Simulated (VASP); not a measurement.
Here is a VASP 6.6.1 calculation.

File INCAR:

```
ALGO = Normal ; EDIFF = 1E-6
ENCUT = 600 ; GGA = LIBXC
GGA_COMPAT = False ; ISIF = 2
ISMEAR = -1 ; LASPH = True
LCHARG = False ; LIBXC1 = GGA_X_B88
LIBXC2 = GGA_C_PBE ; LREAL = False
LWAVE = False ; NBANDS = 11
NELM = 120 ; PREC = Accurate
SIGMA = 0.05
```

The input KPOINTS:

```
k-points
0
Gamma
  13 13 13
```

Contents of POSCAR:

```
C
1.0
    0.0000000000      1.7951807415      1.7951807415
    1.7951807415      0.0000000000      1.7951807415
    1.7951807415      1.7951807415      0.0000000000
C
2
Direct
    0.7500000000      0.7500000000      0.7500000000
    0.5000000000      0.5000000000      0.5000000000
```

Potentials or basis: VASP PAW PBE potentials, release 64 (C).

The run is started by

```sh
$ cat potpaw_PBE.64/C/POTCAR > POTCAR
$ mpirun -np 1 vasp_std > vasp.out
```

Task: What does it give for the pressure?

Result: -6.3 GPa.

Task: What does it give for the band gap on the k mesh?

Result: 4.10 eV (least direct gap 5.55 eV).

Caveat: the cell stands under tension; the PAW data sets were made with another functional, which shifts forces and pressure a little; an odd mesh through Γ misses points on the zone boundary, where band edges can lie.
